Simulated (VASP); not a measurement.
Write the native input for VASP 6.6.1 that does the following.

| Item | Value |
| --- | --- |
| Task | single point |
| Functional | PBEsol |
| Potentials or basis | VASP PAW PBE potentials, release 64 (K_sv, Cl) |
| Cutoff | 520 eV |
| k mesh | 6 × 6 × 6 |
| Occupations | gaussian, width 0.05 eV |
| Spin | no spin polarisation |
| Dipole correction | no |
| Further INCAR settings | ALGO = Normal; EDIFF = 1e-07; NBANDS = 24 |

The structure of KCl lies in POSCAR:

```
KCl
1.0
    0.0000000000     -3.1207041401     -3.1207041401
   -3.1207041401      0.0000000000     -3.1207041401
    3.1207041401      3.1207041401     -6.2414082803
K Cl
2 2
Direct
    0.4697608654      0.5436473814      0.4983729766
    0.0400012749      0.9530985718     -0.0016270234
    0.7446165996      0.7517944668      0.7517944668
    0.2446165996      0.2517944668      0.2517944668
```

This cell differs from its parent crystal: atoms displaced along several vibrational modes.

One way to write it, as run:

INCAR

```
ALGO     = Normal         # electronic algorithm
EDIFF    = 1E-7           # SCF threshold, eV
ENCUT    = 520            # plane-wave cutoff, eV
GGA      = PS             # functional
ISIF     = 2              # what is computed and relaxed
ISMEAR   = 0              # smearing method
LASPH    = T              # aspherical terms in the spheres
LCHARG   = F              # write CHGCAR
LREAL    = F              # projectors in reciprocal space
LWAVE    = F              # write WAVECAR
NBANDS   = 24             # bands
NELM     = 100            # most SCF steps
PREC     = Accurate       # precision mode
SIGMA    = 0.05           # smearing width, eV
```

KPOINTS

```
k-points
0
Gamma
  6 6 6
```

Potentials or basis: VASP PAW PBE potentials, release 64 (K_sv, Cl).

The run is started by

```console
$ cat potpaw_PBE.64/K_sv/POTCAR potpaw_PBE.64/Cl/POTCAR > POTCAR
$ mpirun -np 1 vasp_std > vasp.out
```

Results of the run:

```yaml
Pressure: 0.3 GPa
Largest_force: 0.317 eV/Å
Band_gap_on_the_k_mesh: 5.10 eV
```

Caveat: the cell differs from its parent crystal (atoms displaced along several vibrational modes); the PAW data sets were made with another functional, which shifts forces and pressure a little.

Wall time 3.8 min on 1 thread of AMD EPYC 9R45 96-Core Processor (Zen 5) (shared host), peak memory 0.4 GiB.
